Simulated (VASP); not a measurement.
Input of a VASP 6.6.1 run:

The input INCAR:

```
SYSTEM = BaTiO3
ALGO = Normal
EDIFF = 1E-6
ENCUT = 910
GGA = PE
GGA_COMPAT = .FALSE.
ISIF = 2
ISMEAR = -1
LASPH = .TRUE.
LCHARG = .FALSE.
LREAL = .FALSE.
LWAVE = .FALSE.
NBANDS = 28
NELM = 120
PREC = Accurate
SIGMA = 0.02
```

Contents of KPOINTS:

```
k-points
0
G
  8 8 8
  0 0 0
```

The input POSCAR:

```
BaTiO3
1.0
    4.0060000000      0.0000000000      0.0000000000
    0.0000000000      4.0060000000      0.0000000000
    0.0000000000      0.0000000000      4.0861200000
Ba Ti O
1 1 3
Direct
    0.5000000000      0.5000000000      0.5000000000
    0.0000000000      0.0000000000      0.0000000000
    0.5000000000      0.0000000000      0.0000000000
    0.0000000000      0.5000000000      0.0000000000
    0.0000000000      0.0000000000      0.5000000000
```

Potentials or basis: VASP PAW PBE potentials, release 64 (Ba_sv, Ti_sv, O_h).

Command:

```sh
$ cat potpaw_PBE.64/Ba_sv/POTCAR potpaw_PBE.64/Ti_sv/POTCAR potpaw_PBE.64/O_h/POTCAR > POTCAR
$ mpirun -np 1 vasp_std > vasp.out
```

Q: Predict the band gap on the k mesh.

A: 1.67 eV (least direct gap 1.85 eV).

Q: Predict the pressure.

A: -0.1 GPa.

Stress tensor (GPa, compression positive):
```
 1.01  0.00  0.00
 0.00  1.01  0.00
 0.00  0.00 -2.43
```

Caveat: the cell differs from its parent crystal (z stretched by +2 %, then relaxed in part); the cutoff is under 1.25 times the usual one of these potentials, so pressure, stress and relaxed cells hold a basis-set (Pulay) error; spin-orbit coupling is left out, which moves the levels of the heavy elements. A k mesh can miss the band edges.
